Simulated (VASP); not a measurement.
# BaTiO3 in VASP: further runs

Runs on BaTiO3. Level: PBE. Tasks: electric field gradients.

Everything below comes from runs of VASP 6.6.1. Logs are shortened: lines on timing, memory, paths and dates and some standing lists are left out, and cuts for length are marked.

## Step 1: The cell of the first run

The typed cell holds 5 atoms: a = 3.984 Å, b = 4.039 Å, c = 3.998 Å, α = 89.82°, β = 90.00°, γ = 89.19°.

## Step 2: Electric field gradients, PBE (equal xy, yz and zx shear strains of +1 %)

File INCAR:

```
  PREC = Accurate
  ENCUT = 520
  EDIFF = 1E-8
  ISMEAR = -1
  SIGMA = 0.05
  LREAL = F
  LASPH = T
  NELM = 100
  ALGO = Normal
  ISIF = 2
  LWAVE = F
  LCHARG = F
  GGA = PE
  LEFG = T
  NBANDS = 28
```

File KPOINTS:

```
regular mesh
0
Gamma
  8 8 8
```

File POSCAR:

```
BaTiO3
1.0
    3.9841000000      0.0199205000      0.0199205000
    0.0284142500      2.8512790000      2.8599852500
    0.0000437500     -2.8228210000      2.8316147500
Ba Ti O
1 1 3
Direct
    0.0000000000      0.0000000000      0.0000000000
    0.5000000000      0.5079000000      0.5079000000
    0.0000000000      0.4921000000      0.4921000000
    0.5000000000      0.5025100000      0.9937100000
    0.5000000000      0.9937100000      0.5025100000
```

Potentials or basis: VASP PAW PBE potentials, release 64 (Ba_sv, Ti_sv, O).

Run with:

```
cat potpaw_PBE.64/Ba_sv/POTCAR potpaw_PBE.64/Ti_sv/POTCAR potpaw_PBE.64/O/POTCAR > POTCAR
mpirun -np 1 vasp_std > vasp.out
```

OUTCAR:

```text
PREC = Accurate
   ENCUT = 520
   EDIFF = 1E-8
   ISMEAR = -1
   LREAL = F
   LASPH = T
   NELM = 100
   ISIF = 2
   GGA = PE

 ion  position               nearest neighbor table
   1  0.000  0.000  0.000-   3 2.80   4 2.81   5 2.82   5 2.82   4 2.82   5 2.83   5 2.83   3 2.84
                             3 2.84   4 2.85   4 2.86   3 2.89   2 3.42   2 3.45   2 3.45   2 3.45
   2  0.500  0.508  0.508-   4 1.94   5 1.96   3 1.99   3 2.00   4 2.06   5 2.08   1 3.42   1 3.45
                             1 3.45   1 3.45   1 3.48   1 3.48   1 3.49   1 3.53
   3  0.000  0.492  0.492-   2 1.99   2 2.00   1 2.80   1 2.84   1 2.84   1 2.89
   4  0.500  0.503  0.994-   2 1.94   2 2.06   1 2.81   1 2.82   1 2.85   1 2.86
   5  0.500  0.994  0.503-   2 1.96   2 2.08   1 2.82   1 2.82   1 2.83   1 2.83

  LATTYP: Found a triclinic cell.
 ALAT       =     5.7129602050
 B/A-ratio  =     0.6973967012
 C/A-ratio  =     0.6998639155
 COS(alpha) =     0.0000219385
 COS(beta)  =     0.0021923075
 COS(gamma) =     0.7073686151

  Lattice vectors:

 A1 = (  -4.0125142500,  -2.8711995000,  -2.8799057500)
 A2 = (  -3.9841000000,  -0.0199205000,  -0.0199205000)
 A3 = (  -0.0000437500,   2.8228210000,  -2.8316147500)

Analysis of symmetry for initial positions (statically):
=====================================================================
 Subroutine PRICEL returns:
 Original cell was already a primitive cell.

 Routine SETGRP: Setting up the symmetry group for a
 triclinic supercell.

 Subroutine GETGRP returns: Found  1 space group operations
 (whereof  1 operations were pure point group operations)
 out of a pool of  2 trial point group operations.

The static configuration has the point symmetry C_1 .

Analysis of symmetry for dynamics (positions and initial velocities):
=====================================================================
 Subroutine PRICEL returns:
 Original cell was already a primitive cell.

 Routine SETGRP: Setting up the symmetry group for a
 triclinic supercell.

 Subroutine GETGRP returns: Found  1 space group operations
 (whereof  1 operations were pure point group operations)
 out of a pool of  2 trial point group operations.

The dynamic configuration has the point symmetry C_1 .

 Subroutine INISYM returns: Found  1 space group operations
 (whereof  1 operations are pure point group operations),
 and found     1 'primitive' translations

----------------------------------------------------------------------------------------

                                     Primitive cell

  volume of cell :      64.3279

  direct lattice vectors                    reciprocal lattice vectors
     3.984100000  0.019920500  0.019920500     0.251010204 -0.001248807 -0.001248807
     0.028414250  2.851279000  2.859985250    -0.001751017  0.175374012  0.174829404
     0.000043750 -2.822821000  2.831614750     0.000002696 -0.177122333  0.176583117

  length of vectors
     3.984199601  4.038578331  3.998294698     0.251016417  0.247637700  0.250107813

  position of ions in fractional coordinates (direct lattice)
     0.000000000  0.000000000  0.000000000
     0.500000000  0.507900000  0.507900000
     1.000000000  0.492100000  0.492100000
     0.500000000  0.502510000  0.993710000
     0.500000000  0.993710000  0.502510000

  ion indices of the primitive-cell ions
   primitive index   ion index
                 1           1
                 2           2
                 3           3
                 4           4
                 5           5

----------------------------------------------------------------------------------------

 KPOINTS: regular mesh

Automatic generation of k-mesh.
 Grid dimensions read from file:
 generate k-points for:    8    8    8

 Generating k-lattice:

  Cartesian coordinates                     Fractional coordinates (reciprocal lattice)
     0.031376275 -0.000156101 -0.000156101     0.125000000 -0.000000000  0.000000000
[... 53 lines left out ...]
   ISPIN  =      1    spin polarized calculation?
   LNONCOLLINEAR =      F non collinear calculations
   LSORBIT =      F    spin-orbit coupling
   LASPH  =      T    aspherical Exc in radial PAW
   ENCUT  =  520.0 eV  38.22 Ry    6.18 a.u.   7.41  7.51  7.43*2*pi/ulx,y,z
   NELM   =    100;   NELMIN=  2; NELMDL= -5     # of ELM steps
   EDIFF  = 0.1E-07   stopping-criterion for ELM
   LREAL  =      F    real-space projection
   EDIFFG = 0.1E-06   stopping-criterion for IOM
   NSW    =      0    number of steps for IOM
   IBRION =     -1    ionic relax: 0-MD 1-quasi-New 2-CG
   NFREE  =      0    steps in history (QN), initial steepest desc. (CG)
   ISIF   =      2    stress and relaxation
   ISYM   =      2    0-nonsym 1-usesym 2-fastsym
   POTIM  = 0.5000    time-step for ionic-motion
   TEBEG  =    0.0;   TEEND  =   0.0 temperature during run
   PSTRESS=    0.0 pullay stress
   NELECT =      40.0000    total number of electrons
   NUPDOWN=      -1.0000    fix difference up-down
   EMIN   =  10.00;   EMAX   =-10.00  energy-range for DOS
   EFERMI =   0.00;   METHOD = LEGACY
   ISMEAR =    -1;   SIGMA  =   0.05  broadening in eV -4-tet -1-fermi 0-gaus
   EFERMI_NEDOS =   21; number of points for ismear=-14 and -15
   IALGO  =     38    algorithm
   IMIX   =      4    mixing-type and parameters
     AMIX     =   0.40;   BMIX     =  1.00
     AMIX_MAG =   1.60;   BMIX_MAG =  1.00
  volume/ion in A,a.u.               =      12.87        86.82
  Fermi-wavevector in a.u.,A,eV,Ry     =   1.397318  2.640547 26.565326  1.952496
  Thomas-Fermi vector in A             =   2.520586
   LORBIT       =      0    0 simple, 1 ext, 2 COOP (PROOUT), +10 PAW based schemes
   GGA     = PE    functional components
   LHFCALC =     F    Hartree Fock is set to
   AEXX    =    0.0000 exact exchange contribution
   IVDW    =     0    specifies the selected vdW correction
   LEPSILON=     F    determine dielectric tensor
   LRPA    =     F    only Hartree local field effects (RPA)
 non-spin polarized calculation
  energy-cutoff  :      520.00
  volume of cell :       64.33
 maximum number of plane-waves:      1761
 NGX is ok and might be reduce to    30
   NGX = 15   NGY = 15   NGZ = 15

 number of electron      39.9999994 magnetization

 Free energy of the ion-electron system (eV)
  ---------------------------------------------------
  ext. energy  EPLUGINS =         0.00000000
  ---------------------------------------------------
  free energy    TOTEN  =       -39.96747318 eV

  energy without entropy =      -39.96747318  energy(sigma->0) =      -39.96747318

 E-fermi :   4.7371     XC(G=0): -11.2406

 val. band max:        3.8236642000   @ k =   0.5000   0.5000   0.5000
 cond. band min:       5.5926789891   @ k =   0.0000   0.0000   0.0000
 fundamental gap:      1.7690147890
 Fermi energy:         4.7371199736

 k-point     1 :       0.0000    0.0000    0.0000
  band No.  band energies     occupation
      1     -52.8028      2.00000
      2     -29.0229      2.00000
      3     -29.0211      2.00000
      4     -29.0093      2.00000
      5     -21.0176      2.00000
      6     -13.0795      2.00000
[... 733 lines left out ...]
     27      11.9958      0.00000
     28      12.3822      0.00000

 [... further k-points ...]

------------------------ aborting loop because EDIFF is reached ----------------------------------------

  FORCE on cell =-STRESS in cart. coord.  units (eV):
  Direction    XX          YY          ZZ          XY          YZ          ZX
  --------------------------------------------------------------------------------------
  -------------------------------------------------------------------------------------
  Total        1.7768349      1.5041008      1.2158556     -0.4965546     -0.3838320     -0.4966486
  in kB       44.2546126     37.4617786     30.2826208    -12.3674026     -9.5598831    -12.3697438
  external PRESSURE =      37.3330040 kB  Pullay stress =       0.0000000 kB

 VOLUME and BASIS-vectors are now :
 -----------------------------------------------------------------------------
  energy-cutoff  :      520.00
  volume of cell :       64.33
      direct lattice vectors                 reciprocal lattice vectors
     3.984100000  0.019920500  0.019920500     0.251010204 -0.001248807 -0.001248807
     0.028414250  2.851279000  2.859985250    -0.001751017  0.175374012  0.174829404
     0.000043750 -2.822821000  2.831614750     0.000002696 -0.177122333  0.176583117

 POSITION                                       TOTAL-FORCE (eV/Angst)
 -----------------------------------------------------------------------------------
      0.00000      0.00000      0.00000        -0.007593      0.000941      0.087260
      2.00650      0.02441      2.90072         0.014535      0.035841      0.177377
      0.01400      0.01400      2.80084         0.001696      0.002601      0.097479
      2.00637     -1.36231      4.26094        -0.002189     -0.022687     -0.163117
      2.02031      1.42481      4.27487        -0.006449     -0.016697     -0.198999
 -----------------------------------------------------------------------------------
    total drift:                                0.000063     -0.000160     -0.000108

  FREE ENERGIE OF THE ION-ELECTRON SYSTEM (eV)
  ---------------------------------------------------
  free  energy   TOTEN  =       -39.9674731765 eV

  energy  without entropy=      -39.9674731754  energy(sigma->0) =      -39.96747318

 Electric field gradients (V/A^2)
---------------------------------------------------------------------
 ion       V_xx      V_yy      V_zz      V_xy      V_xz      V_yz
---------------------------------------------------------------------
   1       0.345    -1.173     0.828     6.267     6.406     1.208
   2      -5.808     3.067     2.741    -1.838    -1.812     6.406
   3      24.226   -11.684   -12.542     1.314     1.327     1.652
   4     -12.842     5.921     6.920    -0.123    -0.121   -16.143
   5     -13.480     6.243     7.237     1.384     1.401    20.379
---------------------------------------------------------------------

 Electric field gradients after diagonalization (V/A^2)
 (convention: |V_zz| > |V_xx| > |V_yy|)
----------------------------------------------------------------------
 ion       V_xx      V_yy      V_zz     asymmetry (V_yy - V_xx)/ V_zz
----------------------------------------------------------------------
   1      -8.333    -1.381     9.714       0.716
   2      -6.236    -3.504     9.740       0.281
   3     -13.822   -10.505    24.327       0.136
   4     -12.851    -9.720    22.571       0.139
   5     -13.647   -13.574    27.221       0.003
----------------------------------------------------------------------

           NMR quadrupolar parameters

 Cq : quadrupolar parameter    Cq=e*Q*V_zz/h
 eta: asymmetry parameters     (V_yy - V_xx)/ V_zz
 Q  : nuclear electric quadrupole moment in mb (millibarn)
----------------------------------------------------------------------
 ion       Cq(MHz)       eta       Q (mb)
----------------------------------------------------------------------
   1       0.023       0.716       1.000
   2       0.024       0.281       1.000
   3       0.059       0.136       1.000
   4       0.055       0.139       1.000
   5       0.066       0.003       1.000
----------------------------------------------------------------------
```

Wall time 6.5 min (1 thread of Intel Xeon Platinum 8375C at 2.90GHz (Ice Lake), shared host); peak memory 0.52 GiB.

What came out:

| Quantity | Value |
| --- | --- |
| Free energy | -39.9675 eV |
| Pressure | 3.7 GPa |
| Largest force | 0.200 eV/Å |
| Band gap on the k mesh | 1.77 eV (least direct gap 1.95 eV) |
| Largest electric field gradient by atom | Ba +9.7; Ti +9.7; O +24.3, +22.6, +27.2 V/Å² |

Forces on the atoms (eV/Å):
```
Ba  -0.008  0.001  0.087
Ti   0.015  0.036  0.177
O    0.002  0.003  0.097
O   -0.002 -0.023 -0.163
O   -0.006 -0.017 -0.199
```

Electric field gradients, principal values (V/Å²):
```tsv
atom	least	middle	greatest (by size)
1 Ba	-1.381	-8.333	9.714
2 Ti	-3.504	-6.236	9.740
3 O	-10.505	-13.822	24.327
4 O	-9.720	-12.851	22.571
5 O	-13.574	-13.647	27.221
```

Caveat: the cell differs from its parent crystal (equal xy, yz and zx shear strains of +1 %); the cell stands under pressure; without QUAD_EFG the Cq values of the log hold for a quadrupole moment of 1 mb, not for the nuclei; spin-orbit coupling is left out, which moves the levels of the heavy elements.

## Step 3: Electric field gradients, PBE

File INCAR:

```
  ALGO = Normal
  EDIFF = 1E-8
  ENCUT = 910
  GGA = PE
  GGA_COMPAT = False
  ISIF = 2
  ISMEAR = -1
  LASPH = True
  LCHARG = False
  LEFG = True
  LREAL = False
  LWAVE = False
  NBANDS = 28
  NELM = 120
  PREC = Accurate
  SIGMA = 0.05
```

File KPOINTS:

```
k-points
0
Gamma
  8 8 8
```

Changes to POSCAR since step 2:

```diff
@@ -2,5 +2,5 @@
 1.0
-    3.9841000000      0.0199205000      0.0199205000
-    0.0284142500      2.8512790000      2.8599852500
-    0.0000437500     -2.8228210000      2.8316147500
+    3.9841000000      0.0000000000      0.0000000000
+    0.0000000000      2.8370500000      2.8458000000
+    0.0000000000     -2.8370500000      2.8458000000
 Ba Ti O
```

Potentials or basis: VASP PAW PBE potentials, release 64 (Ba_sv, Ti_sv, O_h).

Run with:

```
cat potpaw_PBE.64/Ba_sv/POTCAR potpaw_PBE.64/Ti_sv/POTCAR potpaw_PBE.64/O_h/POTCAR > POTCAR
mpirun -np 1 vasp_std > vasp.out
```

OUTCAR:

```text
EDIFF = 1E-8
   ENCUT = 910
   GGA = PE
   ISIF = 2
   ISMEAR = -1
   LASPH = True
   LREAL = False
   NELM = 120
   PREC = Accurate

 ion  position               nearest neighbor table
   1  0.000  0.000  0.000-   3 2.80   4 2.82   5 2.82   4 2.82   5 2.82   4 2.84   5 2.84   5 2.84
                             4 2.84   3 2.84   3 2.84   3 2.89   2 3.44   2 3.44   2 3.47   2 3.47
   2  0.500  0.508  0.508-   4 1.95   5 1.95   3 1.99   3 1.99   5 2.07   4 2.07   1 3.44   1 3.44
                             1 3.47   1 3.47   1 3.47   1 3.47   1 3.51   1 3.51
   3  0.000  0.492  0.492-   2 1.99   2 1.99   1 2.80   1 2.84   1 2.84   1 2.89
   4  0.500  0.503  0.994-   2 1.95   2 2.07   1 2.82   1 2.82   1 2.84   1 2.84
   5  0.500  0.994  0.503-   2 1.95   2 2.07   1 2.82   1 2.82   1 2.84   1 2.84

  LATTYP: Found a base centered orthorhombic cell.
 ALAT       =     5.6741000000
[... 984 lines left out ...]
   4     -13.188     6.097     7.091     0.000     0.000   -18.334
   5     -13.188     6.097     7.091    -0.000     0.000    18.334
---------------------------------------------------------------------

 Electric field gradients after diagonalization (V/A^2)
 (convention: |V_zz| > |V_xx| > |V_yy|)
----------------------------------------------------------------------
 ion       V_xx      V_yy      V_zz     asymmetry (V_yy - V_xx)/ V_zz
----------------------------------------------------------------------
   1       0.677     0.665    -1.342       0.009
   2       3.114     2.791    -5.905       0.055
   3     -12.577   -11.719    24.296       0.035
   4     -13.188   -11.747    24.935       0.058
   5     -13.188   -11.747    24.935       0.058
----------------------------------------------------------------------

           NMR quadrupolar parameters

 Cq : quadrupolar parameter    Cq=e*Q*V_zz/h
 eta: asymmetry parameters     (V_yy - V_xx)/ V_zz
 Q  : nuclear electric quadrupole moment in mb (millibarn)
----------------------------------------------------------------------
 ion       Cq(MHz)       eta       Q (mb)
----------------------------------------------------------------------
   1      -0.003       0.009       1.000
   2      -0.014       0.055       1.000
   3       0.059       0.035       1.000
   4       0.060       0.058       1.000
   5       0.060       0.058       1.000
----------------------------------------------------------------------
```

OSZICAR:

```text
N       E                     dE             d eps       ncg     rms          rms(c)
DAV:   1     0.597744520698E+03    0.59774E+03   -0.28636E+04  5880   0.234E+03
DAV:   2     0.618625608565E+02   -0.53588E+03   -0.51091E+03  6180   0.549E+02
DAV:   3    -0.441532756157E+02   -0.10602E+03   -0.10014E+03  8960   0.192E+02
[... 11 lines left out ...]
DAV:  15    -0.399988802976E+02   -0.86094E-06   -0.15862E-05  8788   0.350E-02    0.679E-03
DAV:  16    -0.399988798735E+02    0.42418E-06   -0.38926E-06  6636   0.193E-02    0.398E-03
DAV:  17    -0.399988799370E+02   -0.63510E-07   -0.39603E-07  7640   0.586E-03    0.197E-03
DAV:  18    -0.399988798805E+02    0.56414E-07   -0.26227E-07  9252   0.418E-03    0.622E-04
DAV:  19    -0.399988798820E+02   -0.14097E-08   -0.14322E-08  4788   0.102E-03
   1 F= -.39998880E+02 E0= -.39998880E+02  d E =-.102251E-08
```

stdout:

```text
POSCAR found type information on POSCAR BaTiO
 POSCAR found :  3 types and       5 ions
 scaLAPACK will be used
 LDA part: xc-table for (Slater+PW92), standard interpolation
 POSCAR, INCAR and KPOINTS ok, starting setup
 FFT: planning ... GRIDC
 FFT: planning ... GRID_SOFT
 FFT: planning ... GRID
 WAVECAR not read
 entering main loop
ion   1

ion   2

ion   3

ion   4

ion   5
```

Wall time 13 min (1 thread of AMD EPYC 7R43 (Zen 3), shared host); peak memory 0.5 GiB.

Results:

- Free energy: -39.9989 eV
- Pressure: 3.4 GPa
- Largest force: 0.189 eV/Å
- Band gap on the k mesh: 1.80 eV (least direct gap 1.97 eV)
- Largest electric field gradient by atom: Ba -1.3; Ti -5.9; O +24.3, +24.9 (each value once) V/Å²

Forces in eV/Å, atoms in the order of the input:
```
Ba   0.000  0.000  0.087
Ti   0.000  0.000  0.189
O    0.000  0.000  0.097
O    0.000  0.001 -0.186
O    0.000 -0.001 -0.186
```

Electric field gradients, principal values (V/Å²):
```csv
atom,least,middle,greatest (by size)
1 Ba,0.665,0.677,-1.342
2 Ti,2.791,3.114,-5.905
3 O,-11.719,-12.577,24.296
4 O,-11.747,-13.188,24.935
5 O,-11.747,-13.188,24.935
```

Caveat: the cutoff is under 1.25 times the usual one of these potentials, so pressure, stress and relaxed cells hold a basis-set (Pulay) error; the cell stands under pressure; without QUAD_EFG the Cq values of the log hold for a quadrupole moment of 1 mb, not for the nuclei; spin-orbit coupling is left out, which moves the levels of the heavy elements.
